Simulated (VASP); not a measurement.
Set up this calculation in VASP 6.6.1, as the native input.

```
Task                   : single point
Functional             : PBE
Potentials or basis    : VASP PAW PBE potentials, release 64 (Ga_d, P)
Cutoff                 : 520 eV
k mesh                 : 6 × 6 × 4
Occupations            : gaussian, width 0.1 eV
Spin                   : no spin polarisation
Dipole correction      : no
Further INCAR settings : ALGO = Normal; EDIFF = 1e-07; NBANDS = 22
```

The structure of Ga2P lies in POSCAR:

```
Ga2P
1.0
    4.0362867300      0.0000000000      0.0000000000
   -2.0181433600      3.4955268400      0.0000000000
    0.0000000000      0.0000000000      4.3044481900
Ga P
2 1
Direct
    0.6666666700      0.3333333300      0.5000000000
    0.3333333300      0.6666666700      0.5000000000
    0.0000000000      0.0000000000      0.0000000000
```

The cell was generated, and may not be a known phase.

One way to write it, as run:

INCAR

```
SYSTEM = Ga2P
PREC = Accurate
ENCUT = 520
EDIFF = 1E-7
ISMEAR = 0
SIGMA = 0.1
LREAL = .False.
LASPH = .True.
NELM = 60
ALGO = Normal
ISIF = 2
LWAVE = .False.
LCHARG = .True.
GGA = PE
LELF = .True.
LVHAR = .True.
NBANDS = 22
```

KPOINTS

```
regular mesh
0
Gamma
  6 6 4
  0 0 0
```

Potentials or basis: VASP PAW PBE potentials, release 64 (Ga_d, P).

The run is started by

```console
$ cat potpaw_PBE.64/Ga_d/POTCAR potpaw_PBE.64/P/POTCAR > POTCAR
$ mpirun -np 1 vasp_std > vasp.out
```

Results of the run:

| Quantity | Value |
| --- | --- |
| Pressure | 2.2 GPa |
| Band gap on the k mesh | zero (an odd number of electrons rules out a gap without spin polarisation) |

Caveat: the k points lie up to 0.36 Å⁻¹ apart, too coarse for converged energies and pressures of a metal.

Run time: 26 s on 1 thread of Intel(R) Xeon(R) Platinum 8259CL CPU @ 2.50GHz (Skylake/Cascade Lake) (shared host), peak memory 0.18 GiB.
